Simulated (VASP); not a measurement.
Runs of VASP 6.6.1 on BiB (zincblende type). The structure is that of space group F-43m (No. 216), or close to it. The cells are those of the table. 

```csv
task,cell,gap on the mesh (eV),pressure (GPa)
single point,"a = 3.983 Å, angles 60.0°, 2 atoms",none,-3.8
single point,"a = 3.932 Å, angles 60.0°, 2 atoms",none,-1.5
electric field gradients,"a = 3.932 Å, angles 60.0°, 2 atoms",none,(a)
electric field gradients,"a = 3.983 Å, angles 60.0°, 2 atoms",none,-3.8
electric field gradients,"a = 3.880 Å, angles 60.0°, 2 atoms",0.29,1.4
electric field gradients,"a = 3.906 Å, angles 60.0°, 2 atoms",0.14,-0.1
electric field gradients,"a = 3.827 Å, angles 60.0°, 2 atoms",0.58,5.0
single point,"a = 3.827 Å, angles 60.0°, 2 atoms",0.58,5.0
single point,"a = 3.880 Å, angles 60.0°, 2 atoms",0.29,1.4
```

Alike in all rows: level PBE; potentials or basis VASP PAW PBE potentials, release 64 (B, Bi_d); no spin polarisation; k mesh 11 × 11 × 11; cutoff (eV) 520; smearing fermi-dirac 0.05 eV.

Q: Estimate the missing entries.

A: (a) -1.4.

Caveats: spin-orbit coupling is left out, which moves the levels of the heavy elements.

A k mesh can miss the band edges, and the runs leave out spin-orbit coupling on Bi.

A gap of «none» marks levels without a gap at the run's occupations.
